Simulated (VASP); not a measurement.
# Zn3CdTe4 (Pmm2) in VASP: relaxation of shape and atoms at fixed volume with PBE

Aim: the relaxation of shape and atoms at fixed volume of Zn3CdTe4 with PBE.

Program: VASP 6.6.1. These are calculated values, not measurements. Logs are shortened: lines on timing, memory, paths and dates and some standing lists are left out, and cuts for length are marked.

## (1) The cell of the first run

The structure is orthorhombic, space group Pmm2 (No. 25). The conventional cell has a = 4.526 Å, b = 9.071 Å, c = 6.417 Å, α = 90.00°, β = 90.00°, γ = 90.00°. Within 3.6 Å of Zn (site symmetry m) lie 4 Te at 2.74 to 2.75 Å. Within 3.6 Å of Zn (site symmetry mm2) lie 4 Te at 2.72 to 2.75 Å. Cd (site symmetry mm2) has 4 Te at 2.88 to 2.90 Å within 3.8 Å. Within 3.6 Å of Te (site symmetry m) lie 3 Zn at 2.72 to 2.74 Å and 1 Cd at 2.90 Å. Te (site symmetry mm2) has 4 Zn at 2.75 Å within 3.6 Å. Te (site symmetry mm2) has 2 Zn at 2.74 Å and 2 Cd at 2.88 Å within 3.6 Å.

## (2) Relaxation of shape and atoms at fixed volume, PBE (32.93 Å³/atom)

Input file INCAR:

```
SYSTEM = Zn3CdTe4
  PREC = Accurate
  ENCUT = 600
  EDIFF = 1E-6
  ISMEAR = 0
  SIGMA = 0.02
  LREAL = .False.
  LASPH = .True.
  NELM = 60
  ALGO = Normal
  ISIF = 4
  LWAVE = .False.
  LCHARG = .False.
  GGA = PE
  IBRION = 2
  NSW = 50
  EDIFFG = -0.01
  KPAR = 4
```

Input file KPOINTS:

```
Automatic mesh
0
Gamma
  6 4 4
  0 0 0
```

Input file POSCAR:

```
Zn3CdTe4
1.0
    4.5260740893      0.0000000000      0.0000000000
    0.0000000000      9.0709994532      0.0000000000
    0.0000000000      0.0000000000      6.4172810206
Zn Cd Te
3 1 4
Direct
    0.0000000000      0.7579588777      0.0002282885
    0.5000000000      0.0000000000      0.5013738772
    0.0000000000      0.2420411223      0.0002282885
    0.5000000000      0.5000000000      0.5002648674
    0.5000000000      0.7617729338      0.7594048048
    0.0000000000      0.0000000000      0.2573749784
    0.5000000000      0.2382270662      0.7594048048
    0.0000000000      0.5000000000      0.2217200905
```

Potentials or basis: VASP PAW PBE potentials, release 64 (Zn, Cd, Te).

On the command line:

```bash
$ cat potpaw_PBE.64/Zn/POTCAR potpaw_PBE.64/Cd/POTCAR potpaw_PBE.64/Te/POTCAR > POTCAR
$ mpirun -np 4 vasp_std > vasp.out
```

OUTCAR:

```text
SYSTEM = Zn3CdTe4
   PREC = Accurate
   ENCUT = 600
   EDIFF = 1E-6
   ISMEAR = 0
   LREAL = .False.
   LASPH = .True.
   NELM = 60
   ISIF = 4
   GGA = PE
   IBRION = 2
   NSW = 50
   EDIFFG = -0.01

 ion  position               nearest neighbor table
   1  0.000  0.758  0.000-   8 2.74   5 2.74   5 2.74   6 2.75
   2  0.500  0.000  0.501-   5 2.72   7 2.72   6 2.75   6 2.75
   3  0.000  0.242  0.000-   8 2.74   7 2.74   7 2.74   6 2.75
   4  0.500  0.500  0.500-   8 2.88   8 2.88   5 2.90   7 2.90
   5  0.500  0.762  0.759-   2 2.72   1 2.74   1 2.74   4 2.90
   6  0.000  0.000  0.257-   1 2.75   3 2.75   2 2.75   2 2.75
   7  0.500  0.238  0.759-   2 2.72   3 2.74   3 2.74   4 2.90
   8  0.000  0.500  0.222-   1 2.74   3 2.74   4 2.88   4 2.88

  LATTYP: Found a simple orthorhombic cell.
 ALAT       =     4.5260740893
 B/A-ratio  =     1.4178470997
 C/A-ratio  =     2.0041650389

  Lattice vectors:

 A1 = (  -4.5260740893,   0.0000000000,   0.0000000000)
 A2 = (   0.0000000000,   0.0000000000,   6.4172810206)
 A3 = (   0.0000000000,   9.0709994532,   0.0000000000)

Analysis of symmetry for initial positions (statically):
=====================================================================
 Subroutine PRICEL returns:
 Original cell was already a primitive cell.

 Routine SETGRP: Setting up the symmetry group for a
 simple orthorhombic supercell.

 Subroutine GETGRP returns: Found  4 space group operations
 (whereof  4 operations were pure point group operations)
 out of a pool of  8 trial point group operations.

The static configuration has the point symmetry C_2v.

Analysis of symmetry for dynamics (positions and initial velocities):
=====================================================================
 Subroutine PRICEL returns:
 Original cell was already a primitive cell.

 Routine SETGRP: Setting up the symmetry group for a
 simple orthorhombic supercell.

 Subroutine GETGRP returns: Found  4 space group operations
 (whereof  4 operations were pure point group operations)
 out of a pool of  8 trial point group operations.

The dynamic configuration has the point symmetry C_2v.

 Subroutine INISYM returns: Found  4 space group operations
 (whereof  4 operations are pure point group operations),
 and found     1 'primitive' translations

----------------------------------------------------------------------------------------

                                     Primitive cell

  volume of cell :     263.4680

  direct lattice vectors                    reciprocal lattice vectors
     4.526074089  0.000000000  0.000000000     0.220942031  0.000000000  0.000000000
     0.000000000  9.070999453  0.000000000     0.000000000  0.110241435  0.000000000
     0.000000000  0.000000000  6.417281021     0.000000000  0.000000000  0.155829236

  length of vectors
     4.526074089  9.070999453  6.417281021     0.220942031  0.110241435  0.155829236

  position of ions in fractional coordinates (direct lattice)
     0.000000000  0.757958878  0.000228288
     0.500000000  0.000000000  0.501373877
     0.000000000  0.242041122  0.000228288
     0.500000000  0.500000000  0.500264867
     0.500000000  0.761772934  0.759404805
     0.000000000  0.000000000  0.257374978
     0.500000000  0.238227066  0.759404805
     0.000000000  0.500000000  0.221720090

  ion indices of the primitive-cell ions
   primitive index   ion index
                 1           1
                 2           2
                 3           3
                 4           4
                 5           5
                 6           6
                 7           7
                 8           8

----------------------------------------------------------------------------------------

 KPOINTS: Automatic mesh

Automatic generation of k-mesh.
 Grid dimensions read from file:
 generate k-points for:    6    4    4

 Generating k-lattice:

  Cartesian coordinates                     Fractional coordinates (reciprocal lattice)
     0.036823672  0.000000000  0.000000000     0.166666667  0.000000000  0.000000000
     0.000000000  0.027560359  0.000000000     0.000000000  0.250000000  0.000000000
     0.000000000  0.000000000  0.038957309     0.000000000  0.000000000  0.250000000

  Length of vectors
     0.036823672  0.027560359  0.038957309

  Shift w.r.t. Gamma in fractional coordinates (k-lattice)
     0.000000000  0.000000000  0.000000000

 Subroutine IBZKPT returns following result:
 ===========================================

 Found     36 irreducible k-points:

 Following reciprocal coordinates:
            Coordinates               Weight
  0.000000  0.000000  0.000000      1.000000
  0.166667  0.000000  0.000000      2.000000
  0.333333  0.000000  0.000000      2.000000
  0.500000  0.000000  0.000000      1.000000
  0.000000  0.250000  0.000000      2.000000
  0.166667  0.250000  0.000000      4.000000
[... 16 lines left out ...]
  0.333333  0.500000  0.250000      4.000000
  0.500000  0.500000  0.250000      2.000000
 [... further k-points ...]
   k-points           NKPTS =     36   k-points in BZ     NKDIM =     36   number of bands    NBANDS=     43
   number of dos      NEDOS =    301   number of ions     NIONS =      8
   total plane-waves  NPLWV = 139968
   dimension x,y,z NGX =    36 NGY =   72 NGZ =   54
   dimension x,y,z NGXF=    72 NGYF=  144 NGZF=  108
   ions per type =               3   1   4
   NGX,Y,Z   is equivalent  to a cutoff of  13.22, 13.20, 13.99 a.u.
   NGXF,Y,Z  is equivalent  to a cutoff of  26.45, 26.39, 27.98 a.u.
 SYSTEM =  Zn3CdTe4
   PREC   = accura    normal or accurate (medium, high low for compatibility)
   ISTART =      0    job   : 0-new  1-cont  2-samecut
   ICHARG =      2    charge: 1-file 2-atom 10-const
   ISPIN  =      1    spin polarized calculation?
   LNONCOLLINEAR =      F non collinear calculations
   LSORBIT =      F    spin-orbit coupling
   LASPH  =      T    aspherical Exc in radial PAW
   ENCUT  =  600.0 eV  44.10 Ry    6.64 a.u.   9.04 18.12 12.82*2*pi/ulx,y,z
   NELM   =     60;   NELMIN=  2; NELMDL= -5     # of ELM steps
   EDIFF  = 0.1E-05   stopping-criterion for ELM
   LREAL  =      F    real-space projection
   EDIFFG = -.1E-01   stopping-criterion for IOM
   NSW    =     50    number of steps for IOM
   IBRION =      2    ionic relax: 0-MD 1-quasi-New 2-CG
   NFREE  =      1    steps in history (QN), initial steepest desc. (CG)
   ISIF   =      4    stress and relaxation
   ISYM   =      2    0-nonsym 1-usesym 2-fastsym
   POTIM  = 0.5000    time-step for ionic-motion
   TEBEG  =    0.0;   TEEND  =   0.0 temperature during run
   PSTRESS=    0.0 pullay stress
   NELECT =      72.0000    total number of electrons
   NUPDOWN=      -1.0000    fix difference up-down
   EMIN   =  10.00;   EMAX   =-10.00  energy-range for DOS
   EFERMI =   0.00;   METHOD = LEGACY
   ISMEAR =     0;   SIGMA  =   0.02  broadening in eV -4-tet -1-fermi 0-gaus
   EFERMI_NEDOS =   21; number of points for ismear=-14 and -15
   IALGO  =     38    algorithm
   IMIX   =      4    mixing-type and parameters
     AMIX     =   0.40;   BMIX     =  1.00
     AMIX_MAG =   1.60;   BMIX_MAG =  1.00
  volume/ion in A,a.u.               =      32.93       222.25
  Fermi-wavevector in a.u.,A,eV,Ry     =   1.062371  2.007591 15.355985  1.128633
  Thomas-Fermi vector in A             =   2.197820
   LORBIT       =      0    0 simple, 1 ext, 2 COOP (PROOUT), +10 PAW based schemes
   GGA     = PE    functional components
   LHFCALC =     F    Hartree Fock is set to
   AEXX    =    0.0000 exact exchange contribution
   IVDW    =     0    specifies the selected vdW correction
   LEPSILON=     F    determine dielectric tensor
   LRPA    =     F    only Hartree local field effects (RPA)
 conjugate gradient relaxation of ions
 non-spin polarized calculation
 Gauss-broadening in eV      SIGMA  =   0.02
  energy-cutoff  :      600.00
  volume of cell :      263.47
 maximum number of plane-waves:      8840
   NGX = 19   NGY = 37   NGZ = 25

--------------------------------------- Ionic step        1  -------------------------------------------

 number of electron      72.0000039 magnetization

 Free energy of the ion-electron system (eV)
  ---------------------------------------------------
  ext. energy  EPLUGINS =         0.00000000
  ---------------------------------------------------
  free energy    TOTEN  =       -20.21683586 eV

  energy without entropy =      -20.21683586  energy(sigma->0) =      -20.21683586

------------------------ aborting loop because EDIFF is reached ----------------------------------------

  FORCE on cell =-STRESS in cart. coord.  units (eV):
  Direction    XX          YY          ZZ          XY          YZ          ZX
  --------------------------------------------------------------------------------------
  -------------------------------------------------------------------------------------
  Total       -3.3361251     -3.3553092     -3.3596653      0.0000000      0.0000000      0.0000000
  in kB      -20.2873371    -20.4039980    -20.4304881      0.0000000      0.0000000      0.0000000
  external PRESSURE =     -20.3739411 kB  Pullay stress =       0.0000000 kB
[... 69 lines left out ...]
  energy  without entropy=      -20.2168784719  energy(sigma->0) =      -20.21687847

--------------------------------------- Ionic step        3  -------------------------------------------

 number of electron      72.0000039 magnetization

 Free energy of the ion-electron system (eV)
  ---------------------------------------------------
  ext. energy  EPLUGINS =         0.00000000
  ---------------------------------------------------
  free energy    TOTEN  =       -20.21690653 eV

  energy without entropy =      -20.21690653  energy(sigma->0) =      -20.21690653

 E-fermi :   2.1605     XC(G=0):  -8.4138

 val. band max:        2.0766493530   @ k =   0.0000   0.0000   0.0000
 cond. band min:       2.7230623437   @ k =   0.0000   0.0000   0.0000
 fundamental gap:      0.6464129908
 Fermi energy:         2.1605075067

 k-point     1 :       0.0000    0.0000    0.0000
  band No.  band energies     occupation
      1      -8.9983      2.00000
      2      -8.4252      2.00000
      3      -8.3731      2.00000
      4      -8.1840      2.00000
      5      -5.9415      2.00000
      6      -5.8543      2.00000
[... 1093 lines left out ...]
     42       6.5240      0.00000
     43       6.6338      0.00000

 [... further k-points ...]

------------------------ aborting loop because EDIFF is reached ----------------------------------------

  FORCE on cell =-STRESS in cart. coord.  units (eV):
  Direction    XX          YY          ZZ          XY          YZ          ZX
  --------------------------------------------------------------------------------------
  -------------------------------------------------------------------------------------
  Total       -3.3462611     -3.3402433     -3.3448141      0.0000000      0.0000000      0.0000000
  in kB      -20.3489753    -20.3123808    -20.3401763      0.0000000      0.0000000      0.0000000
  external PRESSURE =     -20.3338442 kB  Pullay stress =       0.0000000 kB
[... 23 lines left out ...]
  FREE ENERGIE OF THE ION-ELECTRON SYSTEM (eV)
  ---------------------------------------------------
  free  energy   TOTEN  =       -20.2169065294 eV

  energy  without entropy=      -20.2169065294  energy(sigma->0) =      -20.21690653

 reached required accuracy - stopping structural energy minimisation
```

Wall time 7.8 min (4 MPI ranks of Oxide Virtual Turin-like, shared host); peak memory 0.7 GiB.

Results:

| Quantity | Value |
| --- | --- |
| Free energy | -20.2169 eV |
| Energy gained by relaxing | 0.0 meV/atom |
| Ionic steps | 3 |
| Pressure after relaxing | -2.0 GPa |
| Largest force after relaxing | 0.007 eV/Å |
| Band gap on the k mesh | 0.65 eV |

Forces on the atoms (eV/Å):
```
Zn   0.000 -0.001 -0.001
Zn   0.000  0.000  0.001
Zn   0.000  0.001 -0.001
Cd   0.000  0.000 -0.002
Te   0.000 -0.007  0.001
Te   0.000  0.000  0.002
Te   0.000  0.007  0.001
Te   0.000  0.000  0.000
```

Final structure:
```
Zn Cd Te
1.0
     4.52717    0.00000    0.00000
     0.00000    9.07024    0.00000
     0.00000    0.00000    6.41627
Zn Cd Te
3 1 4
Direct
  0.00000 0.75792 0.00022
  0.50000 0.00000 0.50174
  0.00000 0.24208 0.00022
  0.50000 0.50000 0.49994
  0.50000 0.76184 0.75933
  0.00000 0.00000 0.25714
  0.50000 0.23816 0.75933
  0.00000 0.50000 0.22208
```

Caveat: semilocal functionals underestimate gaps, and a narrow one can read as zero; spin-orbit coupling is left out, which moves the levels of the heavy elements.
